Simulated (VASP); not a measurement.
# CrN2 (Pnnm) in VASP: a series of runs

Aim: see how the results for CrN2 move with the level of theory and the settings. Levels: PBEsol, LDA. Tasks: single point.

Program: VASP 6.6.1. These are calculated values, not measurements. Logs are shortened: lines on timing, memory, paths and dates and some standing lists are left out, and cuts for length are marked.

## Step 1: The cell of the first run

The structure is orthorhombic, space group Pnnm (No. 58). The conventional cell has a = 3.902 Å, b = 4.810 Å, c = 2.784 Å, α = 90.00°, β = 90.00°, γ = 90.00°. Cr (site symmetry 2/m) has 6 N at 2.04 to 2.05 Å within 2.7 Å. N (site symmetry m) has 1 N at 1.35 Å within 1.8 Å.

## Step 2: Single point, PBEsol, collinear spin, ferromagnetic start

INCAR

```
SYSTEM = CrN2
ALGO     = Normal         ! electronic algorithm
EDIFF    = 1E-7           ! SCF threshold, eV
ENCUT    = 520            ! plane-wave cutoff, eV
GGA      = PS             ! functional
ISIF     = 2              ! what is computed and relaxed
ISMEAR   = -1             ! smearing method
ISPIN    = 2              ! spin polarisation
LASPH    = .TRUE.         ! aspherical terms in the spheres
LCHARG   = .FALSE.        ! write CHGCAR
LMAXMIX  = 4              ! l up to which the mixer works
LORBIT   = 11             ! projections on sites
LREAL    = .FALSE.        ! projectors in reciprocal space
LWAVE    = .FALSE.        ! write WAVECAR
MAGMOM   = 6 6 0 0 0 0    ! initial moments
NBANDS   = 35             ! bands
NELM     = 150            ! most SCF steps
NUPDOWN  = 12.0           ! fixed moment
PREC     = Accurate       ! precision mode
SIGMA    = 0.05           ! smearing width, eV
```

KPOINTS

```
k-points
0
G
  6 5 8
  0 0 0
```

POSCAR

```
CrN2
1.0
    3.9017860000      0.0000000000      0.0000000000
    0.0000000000      4.8095120000      0.0000000000
    0.0000000000      0.0000000000      2.7841700000
Cr N
2 4
Direct
    0.0000000000      0.0000000000      0.0000000000
    0.5000000000      0.5000000000      0.5000000000
    0.8661700000      0.5887750000      0.0000000000
    0.1338300000      0.4112250000      0.0000000000
    0.3661700000      0.9112250000      0.5000000000
    0.6338300000      0.0887750000      0.5000000000
```

Potentials or basis: VASP PAW PBE potentials, release 64 (Cr_pv, N).

Started as:

```console
$ cat potpaw_PBE.64/Cr_pv/POTCAR potpaw_PBE.64/N/POTCAR > POTCAR
$ mpirun -np 1 vasp_std > vasp.out
```

OUTCAR:

```text
SYSTEM = CrN2
   EDIFF = 1E-7
   ENCUT = 520
   GGA = PS
   ISIF = 2
   ISMEAR = -1
   ISPIN = 2
   LASPH = .TRUE.
   LORBIT = 11
   LREAL = .FALSE.
   NELM = 150
   NUPDOWN = 12.0
   PREC = Accurate

 ion  position               nearest neighbor table
   1  0.000  0.000  0.000-   5 2.04   6 2.04   5 2.04   6 2.04   3 2.05   4 2.05
   2  0.500  0.500  0.500-   3 2.04   4 2.04   3 2.04   4 2.04   5 2.05   6 2.05
   3  0.866  0.589  0.000-   4 1.35   2 2.04   2 2.04   1 2.05
   4  0.134  0.411  0.000-   3 1.35   2 2.04   2 2.04   1 2.05
   5  0.366  0.911  0.500-   6 1.35   1 2.04   1 2.04   2 2.05
   6  0.634  0.089  0.500-   5 1.35   1 2.04   1 2.04   2 2.05

  LATTYP: Found a simple orthorhombic cell.
 ALAT       =     2.7841700000
 B/A-ratio  =     1.4014180169
 C/A-ratio  =     1.7274491141

  Lattice vectors:

 A1 = (   0.0000000000,   0.0000000000,   2.7841700000)
 A2 = (   3.9017860000,   0.0000000000,   0.0000000000)
 A3 = (   0.0000000000,   4.8095120000,   0.0000000000)

Analysis of symmetry for initial positions (statically):
=====================================================================
 Subroutine PRICEL returns:
 Original cell was already a primitive cell.

 Routine SETGRP: Setting up the symmetry group for a
 simple orthorhombic supercell.

 Subroutine GETGRP returns: Found  8 space group operations
 (whereof  4 operations were pure point group operations)
 out of a pool of  8 trial point group operations.

The static configuration has the point symmetry C_2h.
 The point group associated with its full space group is D_2h.

Analysis of symmetry for dynamics (positions and initial velocities):
=====================================================================
 Subroutine PRICEL returns:
 Original cell was already a primitive cell.

 Routine SETGRP: Setting up the symmetry group for a
 simple orthorhombic supercell.

 Subroutine GETGRP returns: Found  8 space group operations
 (whereof  4 operations were pure point group operations)
 out of a pool of  8 trial point group operations.

The dynamic configuration has the point symmetry C_2h.
 The point group associated with its full space group is D_2h.

Analysis of structural, dynamic, and magnetic symmetry:
=====================================================================
 Subroutine PRICEL returns:
 Original cell was already a primitive cell.

 Routine SETGRP: Setting up the symmetry group for a
 simple orthorhombic supercell.

 Subroutine GETGRP returns: Found  8 space group operations
 (whereof  4 operations were pure point group operations)
 out of a pool of  8 trial point group operations.

The overall configuration has the point symmetry C_2h.
 The point group associated with its full space group is D_2h.

 Subroutine INISYM returns: Found  8 space group operations
 (whereof  4 operations are pure point group operations),
 and found     1 'primitive' translations

----------------------------------------------------------------------------------------

                                     Primitive cell

  volume of cell :      52.2469

  direct lattice vectors                    reciprocal lattice vectors
     3.901786000  0.000000000  0.000000000     0.256292887  0.000000000  0.000000000
     0.000000000  4.809512000  0.000000000     0.000000000  0.207921303  0.000000000
     0.000000000  0.000000000  2.784170000     0.000000000  0.000000000  0.359173470

  length of vectors
     3.901786000  4.809512000  2.784170000     0.256292887  0.207921303  0.359173470

  position of ions in fractional coordinates (direct lattice)
     0.000000000  0.000000000  0.000000000
     0.500000000  0.500000000  0.500000000
     0.866170000  0.588775000  0.000000000
     0.133830000  0.411225000  0.000000000
     0.366170000  0.911225000  0.500000000
     0.633830000  0.088775000  0.500000000

  ion indices of the primitive-cell ions
   primitive index   ion index
                 1           1
[... 33 lines left out ...]
            Coordinates               Weight
  0.000000  0.000000  0.000000      1.000000
  0.166667  0.000000  0.000000      2.000000
  0.333333  0.000000  0.000000      2.000000
  0.500000  0.000000  0.000000      1.000000
  0.000000  0.200000  0.000000      2.000000
  0.166667  0.200000  0.000000      4.000000
[... 16 lines left out ...]
  0.333333  0.400000  0.125000      8.000000
  0.500000  0.400000  0.125000      4.000000
 [... further k-points ...]
   k-points           NKPTS =     60   k-points in BZ     NKDIM =     60   number of bands    NBANDS=     35
   number of dos      NEDOS =    301   number of ions     NIONS =      6
   total plane-waves  NPLWV =  25920
   dimension x,y,z NGX =    30 NGY =   36 NGZ =   24
   dimension x,y,z NGXF=    60 NGYF=   72 NGZF=   48
   ions per type =               2   4
   NGX,Y,Z   is equivalent  to a cutoff of  12.78, 12.44, 14.33 a.u.
   NGXF,Y,Z  is equivalent  to a cutoff of  25.56, 24.89, 28.66 a.u.
 SYSTEM =  CrN2
[... 21 lines left out ...]
   NUPDOWN=      12.0000    fix difference up-down
   EMIN   =  10.00;   EMAX   =-10.00  energy-range for DOS
   EFERMI =   0.00;   METHOD = LEGACY
   ISMEAR =    -1;   SIGMA  =   0.05  broadening in eV -4-tet -1-fermi 0-gaus
   EFERMI_NEDOS =   21; number of points for ismear=-14 and -15
   IALGO  =     38    algorithm
   IMIX   =      4    mixing-type and parameters
     AMIX     =   0.40;   BMIX     =  1.00
     AMIX_MAG =   1.60;   BMIX_MAG =  1.00
  volume/ion in A,a.u.               =       8.71        58.76
  Fermi-wavevector in a.u.,A,eV,Ry     =   1.545986  2.921491 32.518928  2.390074
  Thomas-Fermi vector in A             =   2.651287
   LORBIT       =     11    0 simple, 1 ext, 2 COOP (PROOUT), +10 PAW based schemes
   GGA     = PS    functional components
   LHFCALC =     F    Hartree Fock is set to
   AEXX    =    0.0000 exact exchange contribution
   IVDW    =     0    specifies the selected vdW correction
   LEPSILON=     F    determine dielectric tensor
   LRPA    =     F    only Hartree local field effects (RPA)
 spin polarized calculation
  energy-cutoff  :      520.00
  volume of cell :       52.25
 maximum number of plane-waves:      1425
 NGX is ok and might be reduce to    30
   NGX = 15   NGY = 17   NGZ = 11

 number of electron      44.0000012 magnetization      12.0000007

 Free energy of the ion-electron system (eV)
  ---------------------------------------------------
  ext. energy  EPLUGINS =         0.00000000
  ---------------------------------------------------
  free energy    TOTEN  =       -44.89158796 eV

  energy without entropy =      -44.87105793  energy(sigma->0) =      -44.88132295

 E-fermi :   5.6552     XC(G=0): -12.7141

 val. band max:       11.9632437423   @ k =   0.0000   0.4000   0.2500
 cond. band min:       5.7212236269   @ k =   0.0000   0.0000   0.0000
 fundamental gap:     -6.2420201153
 Fermi energy:        12.0026065211

 spin component 1

 k-point     1 :       0.0000    0.0000    0.0000
  band No.  band energies     occupation
      1     -34.1327      1.00000
      2     -34.1062      1.00000
      3     -34.0900      1.00000
      4     -34.0365      1.00000
      5     -34.0016      1.00000
      6     -33.9870      1.00000
[... 877 lines left out ...]
     33      16.5588      0.00000
     34      16.5588      0.00000

 [... further k-points ...]

 spin component 2

 k-point     1 :       0.0000    0.0000    0.0000
  band No.  band energies     occupation
      1     -30.3282      1.00000
      2     -30.2843      1.00000
      3     -30.2512      1.00000
      4     -30.1832      1.00000
      5     -30.1745      1.00000
      6     -30.1661      1.00000
[... 877 lines left out ...]
     33      19.4237      0.00000
     34      19.4237      0.00000

 [... further k-points ...]

 [bands above 34 left out]

------------------------ aborting loop because EDIFF is reached ----------------------------------------

  FORCE on cell =-STRESS in cart. coord.  units (eV):
  Direction    XX          YY          ZZ          XY          YZ          ZX
  --------------------------------------------------------------------------------------
  -------------------------------------------------------------------------------------
  Total       12.9388642     15.7945767     24.1844794     -0.0000000      0.0000000      0.0000000
  in kB      396.7770349    484.3489545    741.6297054     -0.0000000      0.0000000      0.0000000
  external PRESSURE =     540.9185650 kB  Pullay stress =       0.0000000 kB

 VOLUME and BASIS-vectors are now :
 -----------------------------------------------------------------------------
  energy-cutoff  :      520.00
  volume of cell :       52.25
      direct lattice vectors                 reciprocal lattice vectors
     3.901786000  0.000000000  0.000000000     0.256292887  0.000000000  0.000000000
     0.000000000  4.809512000  0.000000000     0.000000000  0.207921303  0.000000000
     0.000000000  0.000000000  2.784170000     0.000000000  0.000000000  0.359173470

 POSITION                                       TOTAL-FORCE (eV/Angst)
 -----------------------------------------------------------------------------------
      0.00000      0.00000      0.00000         0.000000     -0.000000      0.000000
      1.95089      2.40476      1.39209         0.000000     -0.000000      0.000000
      3.37961      2.83172      0.00000         4.898397     -3.955254      0.000000
      0.52218      1.97779      0.00000        -4.898397      3.955254      0.000000
      1.42872      4.38255      1.39209         4.898397      3.955254      0.000000
      2.47307      0.42696      1.39209        -4.898397     -3.955254      0.000000
 -----------------------------------------------------------------------------------
    total drift:                               -0.000000      0.000000      0.000000

  FREE ENERGIE OF THE ION-ELECTRON SYSTEM (eV)
  ---------------------------------------------------
  free  energy   TOTEN  =       -44.8915879574 eV

  energy  without entropy=      -44.8710579341  energy(sigma->0) =      -44.88132295

 total charge

# of ion       s       p       d       tot
------------------------------------------
    1        0.263   6.330   4.415  11.008
    2        0.263   6.330   4.415  11.008
    3        1.279   2.464   0.000   3.743
    4        1.279   2.464   0.000   3.743
    5        1.279   2.464   0.000   3.743
    6        1.279   2.464   0.000   3.743
--------------------------------------------------
tot          5.643  22.517   8.830  36.989

 magnetization (x)

# of ion       s       p       d       tot
------------------------------------------
    1        0.074   0.124   3.802   4.000
    2        0.074   0.124   3.802   4.000
    3        0.036   0.604   0.000   0.639
    4        0.036   0.604   0.000   0.639
    5        0.036   0.604   0.000   0.639
    6        0.036   0.604   0.000   0.639
--------------------------------------------------
tot          0.291   2.662   7.604  10.558
```

Run time: 2 min. Hardware: 1 thread of Intel Xeon Platinum 8488C (Sapphire Rapids), shared host; peak memory 0.28 GiB.

What came out:

```yaml
Free_energy: -44.8916 eV
Pressure: 54.1 GPa
Largest_force: 6.296 eV/Å
Net_moment: 12.00 μB per cell
Site_moments: Cr +4.00; N +0.64 μB
Valence_electrons_inside_the_program's_atomic_spheres: Cr 11.01; N 3.74
```

Forces on the atoms (eV/Å):
```
Cr   0.000  0.000  0.000
Cr   0.000  0.000  0.000
N    4.898 -3.955  0.000
N   -4.898  3.955  0.000
N    4.898  3.955  0.000
N   -4.898 -3.955  0.000
```

Caveat: the PAW data sets were made with another functional, which shifts forces and pressure a little; the total moment is fixed, so each spin has its own Fermi level; only a ferromagnetic start was run, and an antiferromagnetic order may lie lower in energy.

## Step 3: Single point, PBEsol, collinear spin, ferromagnetic start

This run uses another cell than the first one, of 8.35 Å³/atom, 0.959 times its volume.

INCAR

```
ALGO = Normal
EDIFF = 1E-6
ENCUT = 520
GGA = PS
ISIF = 2
ISMEAR = -1
ISPIN = 2
LASPH = True
LCHARG = True
LELF = True
LMAXMIX = 4
LORBIT = 11
LREAL = False
LVHAR = True
LWAVE = False
MAGMOM = 3 3 0 0 0 0
NBANDS = 35
NELM = 150
PREC = Accurate
SIGMA = 0.05
```

KPOINTS

```
k-points
0
Gamma
  7 6 10
```

POSCAR

```
CrN2
1.0
    3.8543775951      0.0000000000      0.0000000000
    0.0000000000      4.7436667850      0.0000000000
    0.0000000000      0.0000000000      2.7399956845
Cr N
2 4
Direct
    0.0000000000      0.0000000000      0.0000000000
    0.5000000000      0.5000000000      0.5000000000
    0.8645667035      0.5896060876      0.0000000000
    0.1354332965      0.4103939124      0.0000000000
    0.3645667035      0.9103939124      0.5000000000
    0.6354332965      0.0896060876      0.5000000000
```

Potentials or basis: VASP PAW PBE potentials, release 64 (Cr_pv, N).

Started as:

```console
$ cat potpaw_PBE.64/Cr_pv/POTCAR potpaw_PBE.64/N/POTCAR > POTCAR
$ mpirun -np 1 vasp_std > vasp.out
```

It took 4.5 min on 1 thread of Intel Xeon Platinum 8259CL at 2.50GHz (Skylake/Cascade Lake), shared host; peak memory 0.34 GiB.

The run converged. Its results:

| Quantity | Value |
| --- | --- |
| Free energy | -56.0242 eV |
| Pressure | 0.2 GPa |
| Largest force | 0.072 eV/Å |
| Net moment | 4.18 μB per cell |
| Site moments | Cr +2.14; N -0.07 μB |
| Valence electrons inside the program's atomic spheres | Cr 10.97; N 3.77 |

Forces on the atoms (eV/Å):
```
Cr   0.000  0.000  0.000
Cr   0.000  0.000  0.000
N   -0.055  0.047  0.000
N    0.055 -0.047  0.000
N   -0.055 -0.047  0.000
N    0.055  0.047  0.000
```

Stress tensor (GPa, compression positive):
```
 0.54  0.00  0.00
 0.00  0.23  0.00
 0.00  0.00 -0.08
```

Levels at points of the mesh, in eV from the Fermi level:
Spin up:
| k point | band 22 | band 23 | band 24 | band 25 | band 26 | band 27 |
| --- | --- | --- | --- | --- | --- | --- |
| (0.00, 0.00, 0.00) | -1.07 | -0.74 | -0.72 | -0.51 | -0.36 | 3.36 |
| (0.00, 0.50, 0.00) | -1.06 | -0.16 | -0.16 | 0.28 | 0.28 | 3.05 |
| (0.00, 0.00, 0.50) | -1.06 | 0.44 | 0.44 | 0.85 | 0.85 | 2.94 |
| (0.00, 0.50, 0.50) | -1.14 | -0.10 | -0.10 | 0.86 | 0.86 | 2.40 |
Spin down:
| k point | band 16 | band 17 | band 18 | band 19 | band 20 | band 21 | band 22 | band 23 | band 24 | band 25 |
| --- | --- | --- | --- | --- | --- | --- | --- | --- | --- | --- |
| (0.00, 0.00, 0.00) | -4.01 | -3.56 | -3.12 | -1.77 | -1.71 | 0.42 | 0.44 | 1.15 | 1.59 | 2.16 |
| (0.00, 0.50, 0.00) | -3.83 | -2.43 | -2.43 | -1.57 | -1.57 | 0.88 | 0.88 | 1.83 | 1.83 | 2.30 |
| (0.00, 0.00, 0.50) | -5.80 | -1.95 | -1.95 | -1.53 | -1.53 | 1.43 | 1.43 | 1.67 | 1.67 | 2.68 |
| (0.00, 0.50, 0.50) | -6.02 | -1.19 | -1.19 | -0.08 | -0.08 | 0.84 | 0.84 | 1.34 | 1.34 | 2.65 |

Caveat: the PAW data sets were made with another functional, which shifts forces and pressure a little; only a ferromagnetic start was run, and an antiferromagnetic order may lie lower in energy. With open d or f shells a metallic result of PBEsol can be an artefact of self-interaction; +U or a hybrid may open a gap.

## Step 4: Single point, LDA, collinear spin, ferromagnetic start

INCAR

```
SYSTEM = CrN2
ALGO = Normal
EDIFF = 1E-6
ENCUT = 520
ISIF = 2
ISMEAR = -1
ISPIN = 2
LASPH = .True.
LCHARG = .False.
LMAXMIX = 4
LORBIT = 11
LREAL = .False.
LWAVE = .False.
MAGMOM = 3 3 0 0 0 0
NBANDS = 35
NELM = 150
PREC = Accurate
SIGMA = 0.05
```

KPOINTS

```
k-points
0
Gamma
  7 6 10
  0 0 0
```

POSCAR

```
CrN2
1.0
    3.9017860000      0.0000000000      0.0000000000
    0.0000000000      4.8095120000      0.0000000000
    0.0000000000      0.0000000000      2.7841700000
Cr N
2 4
Direct
    0.0000000000      0.0000000000      0.0000000000
    0.5000000000      0.5000000000      0.5000000000
    0.8661700000      0.5887750000      0.0000000000
    0.1338300000      0.4112250000      0.0000000000
    0.3661700000      0.9112250000      0.5000000000
    0.6338300000      0.0887750000      0.5000000000
```

Potentials or basis: VASP PAW LDA potentials, release 64 (Cr_pv, N).

Started as:

```console
$ cat potpaw_LDA.64/Cr_pv/POTCAR potpaw_LDA.64/N/POTCAR > POTCAR
$ mpirun -np 1 vasp_std > vasp.out
```

Run time: 5.5 min. Hardware: 1 thread of Intel Xeon Platinum 8259CL at 2.50GHz (Skylake/Cascade Lake), shared host; peak memory 0.33 GiB.

The run converged. Its results:

- Free energy: -58.4450 eV
- Pressure: -17.3 GPa
- Largest force: 0.142 eV/Å
- Net moment: 4.17 μB per cell
- Site moments: Cr +2.10; N -0.06 μB
- Valence electrons inside the program's atomic spheres: Cr 10.88; N 3.72

Forces in eV/Å, atoms in the order of the input:
```
Cr   0.000  0.000  0.000
Cr   0.000  0.000  0.000
N   -0.008 -0.142  0.000
N    0.008  0.142  0.000
N   -0.008  0.142  0.000
N    0.008 -0.142  0.000
```

Stress tensor (GPa, compression positive):
```
-17.85   0.00   0.00
  0.00 -17.92   0.00
  0.00   0.00 -16.29
```

Levels at points of the mesh, in eV from the Fermi level:
Spin up:
```csv
k point,band 22,band 23,band 24,band 25,band 26,band 27
"(0.00, 0.00, 0.00)",-1.00,-0.70,-0.62,-0.39,-0.24,3.05
"(0.00, 0.50, 0.00)",-0.93,-0.09,-0.09,0.25,0.25,2.78
"(0.00, 0.00, 0.50)",-0.90,0.47,0.47,0.78,0.78,2.65
"(0.00, 0.50, 0.50)",-0.97,-0.10,-0.10,0.78,0.78,2.12
```
Spin down:
```tsv
k point	band 16	band 17	band 18	band 19	band 20	band 21	band 22	band 23	band 24	band 25
(0.00, 0.00, 0.00)	-3.82	-3.35	-3.13	-1.66	-1.62	0.31	0.34	0.87	1.33	1.82
(0.00, 0.50, 0.00)	-3.80	-2.33	-2.33	-1.48	-1.48	0.71	0.71	1.57	1.57	1.96
(0.00, 0.00, 0.50)	-5.67	-1.84	-1.84	-1.45	-1.45	1.14	1.14	1.49	1.49	2.41
(0.00, 0.50, 0.50)	-5.91	-1.06	-1.06	-0.04	-0.04	0.63	0.63	1.09	1.09	2.39
```

Caveat: only a ferromagnetic start was run, and an antiferromagnetic order may lie lower in energy.

## Step 5: Summary

```tsv
level	potentials or basis	fixed moment (μB)	cell	k mesh	gap on the mesh (eV)	pressure (GPa)	moment (μB)	largest force (eV/Å)
PBEsol	VASP PAW PBE potentials, release 64 (Cr_pv, N)	12.0	a = 3.902, b = 4.810, c = 2.784 Å, 6 atoms	6 × 5 × 8	-	54.1	12.00	6.30
PBEsol	VASP PAW PBE potentials, release 64 (Cr_pv, N)	-	a = 3.854, b = 4.744, c = 2.740 Å, 6 atoms	7 × 6 × 10	none	0.2	4.18	0.07
LDA	VASP PAW LDA potentials, release 64 (Cr_pv, N)	-	a = 3.902, b = 4.810, c = 2.784 Å, 6 atoms	7 × 6 × 10	none	-17.3	4.17	0.14
```

Alike in all rows: task single point; spin collinear, ferromagnetic start; cutoff (eV) 520; smearing fermi-dirac 0.05 eV.

Caveats: only a ferromagnetic start was run, and an antiferromagnetic order may lie lower in energy; the PAW data sets were made with another functional, which shifts forces and pressure a little (some runs); the total moment is fixed, so each spin has its own Fermi level (some runs).

Absolute energies hang on the potentials; compare differences alone.
